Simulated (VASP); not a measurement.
# Pt (Fm-3m) in VASP: notebook

Pt is run at these levels: LDA; tasks: single point.

Everything below comes from runs of VASP 6.6.1. Logs are shortened: lines on timing, memory, paths and dates and some standing lists are left out, and cuts for length are marked.

## (1) The cell of the first run

It takes space group Fm-3m (No. 225, cubic). The conventional cell has a = 3.954 Å, b = 3.954 Å, c = 3.954 Å, α = 90.00°, β = 90.00°, γ = 90.00°. Within 3.7 Å of Pt (site symmetry m-3m) lie 12 Pt at 2.80 Å.

## (2) Single point, LDA

The input, INCAR:

```
SYSTEM = Pt
PREC = Accurate
ENCUT = 520
EDIFF = 1E-6
ISMEAR = 1
SIGMA = 0.1
LREAL = .False.
LASPH = .True.
NELM = 60
ALGO = Normal
ISIF = 2
LWAVE = .False.
LCHARG = .True.
LELF = .True.
LVHAR = .True.
NBANDS = 11
```

The input, KPOINTS:

```
Automatic mesh
0
Gamma
  13 13 13
  0 0 0
```

The input, POSCAR:

```
Pt
1.0
    0.0000000000      1.9771065201      1.9771065201
    1.9771065201      0.0000000000      1.9771065201
    1.9771065201      1.9771065201      0.0000000000
Pt
1
Direct
    0.0000000000      0.0000000000      0.0000000000
```

Potentials or basis: VASP PAW LDA potentials, release 64 (Pt).

Command:

```bash
$ cat potpaw_LDA.64/Pt/POTCAR > POTCAR
$ mpirun -np 1 vasp_std > vasp.out
```

OUTCAR:

```text
SYSTEM = Pt
   PREC = Accurate
   ENCUT = 520
   EDIFF = 1E-6
   ISMEAR = 1
   LREAL = .False.
   LASPH = .True.
   NELM = 60
   ISIF = 2

 ion  position               nearest neighbor table
   1  0.000  0.000  0.000-

  LATTYP: Found a face centered cubic cell.
 ALAT       =     3.9542130402

  Lattice vectors:

 A1 = (   0.0000000000,   1.9771065201,   1.9771065201)
 A2 = (   1.9771065201,   0.0000000000,   1.9771065201)
 A3 = (   1.9771065201,   1.9771065201,   0.0000000000)

Analysis of symmetry for initial positions (statically):
=====================================================================
 Subroutine PRICEL returns:
 Original cell was already a primitive cell.

 Routine SETGRP: Setting up the symmetry group for a
 face centered cubic supercell.

 Subroutine GETGRP returns: Found 48 space group operations
 (whereof 48 operations were pure point group operations)
 out of a pool of 48 trial point group operations.

The static configuration has the point symmetry O_h .

Analysis of symmetry for dynamics (positions and initial velocities):
=====================================================================
 Subroutine PRICEL returns:
 Original cell was already a primitive cell.

 Routine SETGRP: Setting up the symmetry group for a
 face centered cubic supercell.

 Subroutine GETGRP returns: Found 48 space group operations
 (whereof 48 operations were pure point group operations)
 out of a pool of 48 trial point group operations.

The dynamic configuration has the point symmetry O_h .

 Subroutine INISYM returns: Found 48 space group operations
 (whereof 48 operations are pure point group operations),
 and found     1 'primitive' translations

----------------------------------------------------------------------------------------

                                     Primitive cell

  volume of cell :      15.4568

  direct lattice vectors                    reciprocal lattice vectors
     0.000000000  1.977106520  1.977106520    -0.252894821  0.252894821  0.252894821
     1.977106520  0.000000000  1.977106520     0.252894821 -0.252894821  0.252894821
     1.977106520  1.977106520  0.000000000     0.252894821  0.252894821 -0.252894821

  length of vectors
     2.796050855  2.796050855  2.796050855     0.438026679  0.438026679  0.438026679

  position of ions in fractional coordinates (direct lattice)
     0.000000000  0.000000000  0.000000000

  ion indices of the primitive-cell ions
   primitive index   ion index
[... 73 lines left out ...]
   EDIFF  = 0.1E-05   stopping-criterion for ELM
   LREAL  =      F    real-space projection
   EDIFFG = 0.1E-04   stopping-criterion for IOM
   NSW    =      0    number of steps for IOM
   IBRION =     -1    ionic relax: 0-MD 1-quasi-New 2-CG
   NFREE  =      0    steps in history (QN), initial steepest desc. (CG)
   ISIF   =      2    stress and relaxation
   ISYM   =      2    0-nonsym 1-usesym 2-fastsym
   POTIM  = 0.5000    time-step for ionic-motion
   TEBEG  =    0.0;   TEEND  =   0.0 temperature during run
   PSTRESS=    0.0 pullay stress
   NELECT =      10.0000    total number of electrons
   NUPDOWN=      -1.0000    fix difference up-down
   EMIN   =  10.00;   EMAX   =-10.00  energy-range for DOS
   EFERMI =   0.00;   METHOD = LEGACY
   ISMEAR =     1;   SIGMA  =   0.10  broadening in eV -4-tet -1-fermi 0-gaus
   EFERMI_NEDOS =   21; number of points for ismear=-14 and -15
   IALGO  =     38    algorithm
   IMIX   =      4    mixing-type and parameters
     AMIX     =   0.40;   BMIX     =  1.00
     AMIX_MAG =   1.60;   BMIX_MAG =  1.00
  volume/ion in A,a.u.               =      15.46       104.31
  Fermi-wavevector in a.u.,A,eV,Ry     =   1.415907  2.675676 27.276864  2.004793
  Thomas-Fermi vector in A             =   2.537297
   LORBIT       =      0    0 simple, 1 ext, 2 COOP (PROOUT), +10 PAW based schemes
   GGA     = CA    functional components
   LHFCALC =     F    Hartree Fock is set to
   AEXX    =    0.0000 exact exchange contribution
   IVDW    =     0    specifies the selected vdW correction
   LEPSILON=     F    determine dielectric tensor
   LRPA    =     F    only Hartree local field effects (RPA)
 non-spin polarized calculation
 Methfessel and Paxton  Order N= 1 SIGMA  =   0.10
  energy-cutoff  :      520.00
  volume of cell :       15.46
 maximum number of plane-waves:       431
 NGX is ok and might be reduce to    24
   NGX = 11   NGY = 11   NGZ = 11

 number of electron      10.0000001 magnetization

 Free energy of the ion-electron system (eV)
  ---------------------------------------------------
  ext. energy  EPLUGINS =         0.00000000
  ---------------------------------------------------
  free energy    TOTEN  =        -7.47046718 eV

  energy without entropy =       -7.46928295  energy(sigma->0) =       -7.47007243

 E-fermi :  10.6531     XC(G=0): -13.5467

 val. band max:       10.6516469531   @ k =  -0.4615   0.3077   0.0769
 cond. band min:      10.6690788996   @ k =  -0.3077   0.3846   0.1538
 fundamental gap:      0.0174319465
 Fermi energy:        10.6531110352

 k-point     1 :       0.0000    0.0000    0.0000
  band No.  band energies     occupation
      1       0.6929      2.00000
      2       6.9860      2.00000
      3       6.9860      2.00000
      4       6.9860      2.00000
      5       9.0915      2.00000
      6       9.0915      2.00000
      7      25.3570      0.00000
      8      30.1378      0.00000
      9      30.1378      0.00000
     10      30.1378      0.00000
     11      35.5042      0.00000
[... 309 lines left out ...]
 k-point    24 :       0.4615    0.1538    0.0000
  band No.  band energies     occupation
      1       4.1887      2.00000
      2       6.5037      2.00000
      3       7.3586      2.00000
      4       7.6539      2.00000
      5      10.7452     -0.02979
      6      12.1009     -0.00000
      7      18.0597      0.00000
      8      26.0659      0.00000
      9      27.9197      0.00000
     10      28.9043      0.00000
     11      37.3851      0.00000

 [... further k-points ...]
[... 5 lines left out ...]
  --------------------------------------------------------------------------------------
  -------------------------------------------------------------------------------------
  Total       -1.1682834     -1.1682834     -1.1682834      0.0000000      0.0000000      0.0000000
  in kB     -121.0984497   -121.0984497   -121.0984497      0.0000000      0.0000000      0.0000000
  external PRESSURE =    -121.0984497 kB  Pullay stress =       0.0000000 kB

 VOLUME and BASIS-vectors are now :
 -----------------------------------------------------------------------------
  energy-cutoff  :      520.00
  volume of cell :       15.46
      direct lattice vectors                 reciprocal lattice vectors
     0.000000000  1.977106520  1.977106520    -0.252894821  0.252894821  0.252894821
     1.977106520  0.000000000  1.977106520     0.252894821 -0.252894821  0.252894821
     1.977106520  1.977106520  0.000000000     0.252894821  0.252894821 -0.252894821

 POSITION                                       TOTAL-FORCE (eV/Angst)
 -----------------------------------------------------------------------------------
      0.00000      0.00000      0.00000        -0.000000      0.000000     -0.000000
 -----------------------------------------------------------------------------------
    total drift:                               -0.000000     -0.000000     -0.000000

  FREE ENERGIE OF THE ION-ELECTRON SYSTEM (eV)
  ---------------------------------------------------
  free  energy   TOTEN  =        -7.4704671751 eV

  energy  without entropy=       -7.4692829542  energy(sigma->0) =       -7.47007243
```

stdout:

```text
POSCAR found type information on POSCAR Pt
 POSCAR found :  1 types and       1 ions
 scaLAPACK will be used
 LDA part: xc-table for (Slater(with rela. corr.)+CA(PZ))
 , standard interpolation
 POSCAR, INCAR and KPOINTS ok, starting setup
 FFT: planning ... GRIDC
 FFT: planning ... GRID_SOFT
 FFT: planning ... GRID
 WAVECAR not read
 entering main loop
```

Run time: 10 s. Hardware: 1 thread of Intel Xeon 6975P-C, shared host; peak memory 0.14 GiB.

Results:

```
Free energy            : -7.4705 eV
Pressure               : -12.1 GPa
Band gap on the k mesh : zero (band 5 reaches 11.05 eV, above the bottom of band 6 at 8.99 eV)
```

Levels at points of the mesh, in eV from the Fermi level:
```
           k point  band 3  band 4  band 5  band 6  band 7  band 8
(0.00, 0.00, 0.00)   -3.67   -3.67   -1.56   -1.56   14.70   19.48
```

Caveat: spin-orbit coupling is left out, which moves the levels of the heavy elements.

## (3) Single point, LDA

This run uses another cell than the first one, of 15.83 Å³/atom, 1.024 times its volume.

The input, INCAR:

```
SYSTEM = Pt
PREC = Accurate ; ENCUT = 520
EDIFF = 1E-6 ; ISMEAR = 1
SIGMA = 0.1 ; LREAL = .False.
LASPH = .True. ; NELM = 60
ALGO = Normal ; ISIF = 2
LWAVE = .False. ; LCHARG = .False.
GGA = CA ; NBANDS = 11
```

The input, KPOINTS:

```
regular mesh
0
Gamma
  13 13 13
  0 0 0
```

The input, POSCAR:

```
Pt
1.0
    0.0000000000      1.9930516161      1.9930516161
    1.9930516161      0.0000000000      1.9930516161
    1.9930516161      1.9930516161      0.0000000000
Pt
1
Direct
    0.0000000000      0.0000000000      0.0000000000
```

Potentials or basis: VASP PAW LDA potentials, release 64 (Pt).

Command:

```bash
$ cat potpaw_LDA.64/Pt/POTCAR > POTCAR
$ mpirun -np 1 vasp_std > vasp.out
```

OUTCAR:

```text
SYSTEM = Pt
   PREC = Accurate
   ENCUT = 520
   EDIFF = 1E-6
   ISMEAR = 1
   LREAL = .False.
   LASPH = .True.
   NELM = 60
   ISIF = 2
   GGA = CA

 ion  position               nearest neighbor table
   1  0.000  0.000  0.000-

  LATTYP: Found a face centered cubic cell.
 ALAT       =     3.9861032322

  Lattice vectors:

 A1 = (   0.0000000000,   1.9930516161,   1.9930516161)
 A2 = (   1.9930516161,   0.0000000000,   1.9930516161)
 A3 = (   1.9930516161,   1.9930516161,   0.0000000000)

Analysis of symmetry for initial positions (statically):
=====================================================================
 Subroutine PRICEL returns:
 Original cell was already a primitive cell.

 Routine SETGRP: Setting up the symmetry group for a
 face centered cubic supercell.

 Subroutine GETGRP returns: Found 48 space group operations
 (whereof 48 operations were pure point group operations)
 out of a pool of 48 trial point group operations.

The static configuration has the point symmetry O_h .

Analysis of symmetry for dynamics (positions and initial velocities):
=====================================================================
 Subroutine PRICEL returns:
 Original cell was already a primitive cell.

 Routine SETGRP: Setting up the symmetry group for a
 face centered cubic supercell.

 Subroutine GETGRP returns: Found 48 space group operations
 (whereof 48 operations were pure point group operations)
 out of a pool of 48 trial point group operations.

The dynamic configuration has the point symmetry O_h .

 Subroutine INISYM returns: Found 48 space group operations
 (whereof 48 operations are pure point group operations),
 and found     1 'primitive' translations

----------------------------------------------------------------------------------------

                                     Primitive cell

  volume of cell :      15.8338

[... 107 lines left out ...]
  volume/ion in A,a.u.               =      15.83       106.85
  Fermi-wavevector in a.u.,A,eV,Ry     =   1.404579  2.654270 26.842161  1.972843
  Thomas-Fermi vector in A             =   2.527127
   LORBIT       =      0    0 simple, 1 ext, 2 COOP (PROOUT), +10 PAW based schemes
   GGA     = CA    functional components
   LHFCALC =     F    Hartree Fock is set to
   AEXX    =    0.0000 exact exchange contribution
   IVDW    =     0    specifies the selected vdW correction
   LEPSILON=     F    determine dielectric tensor
   LRPA    =     F    only Hartree local field effects (RPA)
 non-spin polarized calculation
 Methfessel and Paxton  Order N= 1 SIGMA  =   0.10
  energy-cutoff  :      520.00
  volume of cell :       15.83
 maximum number of plane-waves:       444
 NGX is ok and might be reduce to    24
   NGX = 11   NGY = 11   NGZ = 11

 number of electron      10.0000001 magnetization

 Free energy of the ion-electron system (eV)
  ---------------------------------------------------
  ext. energy  EPLUGINS =         0.00000000
  ---------------------------------------------------
  free energy    TOTEN  =        -7.43574587 eV

  energy without entropy =       -7.43450127  energy(sigma->0) =       -7.43533100

 E-fermi :  10.1992     XC(G=0): -13.4080

 val. band max:       10.1971558704   @ k =  -0.4615   0.3077   0.0769
 cond. band min:      10.2138744318   @ k =  -0.3077   0.3846   0.1538
 fundamental gap:      0.0167185614
 Fermi energy:        10.1991790965

 k-point     1 :       0.0000    0.0000    0.0000
  band No.  band energies     occupation
      1       0.5031      2.00000
      2       6.6749      2.00000
      3       6.6749      2.00000
      4       6.6749      2.00000
      5       8.6987      2.00000
      6       8.6987      2.00000
      7      24.9643      0.00000
      8      29.6089      0.00000
      9      29.6089      0.00000
     10      29.6089      0.00000
     11      34.8895      0.00000
[... 309 lines left out ...]
 k-point    24 :       0.4615    0.1538    0.0000
  band No.  band energies     occupation
      1       3.9593      2.00000
      2       6.2188      2.00000
      3       7.0382      2.00000
      4       7.3215      2.00000
      5      10.2851     -0.00750
      6      11.6270     -0.00000
      7      17.4534      0.00000
      8      25.5615      0.00000
      9      27.2653      0.00000
     10      28.2163      0.00000
     11      36.6905      0.00000

 [... further k-points ...]
[... 5 lines left out ...]
  --------------------------------------------------------------------------------------
  -------------------------------------------------------------------------------------
  Total       -1.7305779     -1.7305779     -1.7305779     -0.0000000      0.0000000      0.0000000
  in kB     -175.1120777   -175.1120777   -175.1120777     -0.0000000      0.0000000      0.0000000
  external PRESSURE =    -175.1120777 kB  Pullay stress =       0.0000000 kB

 VOLUME and BASIS-vectors are now :
 -----------------------------------------------------------------------------
  energy-cutoff  :      520.00
  volume of cell :       15.83
      direct lattice vectors                 reciprocal lattice vectors
     0.000000000  1.993051616  1.993051616    -0.250871576  0.250871576  0.250871576
     1.993051616  0.000000000  1.993051616     0.250871576 -0.250871576  0.250871576
     1.993051616  1.993051616  0.000000000     0.250871576  0.250871576 -0.250871576

 POSITION                                       TOTAL-FORCE (eV/Angst)
 -----------------------------------------------------------------------------------
      0.00000      0.00000      0.00000         0.000000      0.000000      0.000000
 -----------------------------------------------------------------------------------
    total drift:                               -0.000000      0.000000      0.000000

  FREE ENERGIE OF THE ION-ELECTRON SYSTEM (eV)
  ---------------------------------------------------
  free  energy   TOTEN  =        -7.4357458683 eV

  energy  without entropy=       -7.4345012660  energy(sigma->0) =       -7.43533100
```

Run time: 9.4 s. Hardware: 1 thread of Intel Xeon 6975P-C, shared host; peak memory 0.14 GiB.

Results:

- Free energy: -7.4357 eV
- Pressure: -17.5 GPa
- Band gap on the k mesh: zero (band 5 reaches 10.58 eV, above the bottom of band 6 at 8.60 eV)

Levels at points of the mesh, in eV from the Fermi level:
```csv
k point,band 1,band 2,band 3,band 4,band 5,band 6,band 7,band 8,band 9,band 10
"(0.00, 0.00, 0.00)",-9.70,-3.52,-3.52,-3.52,-1.50,-1.50,14.77,19.41,19.41,19.41
```

Caveat: spin-orbit coupling is left out, which moves the levels of the heavy elements.
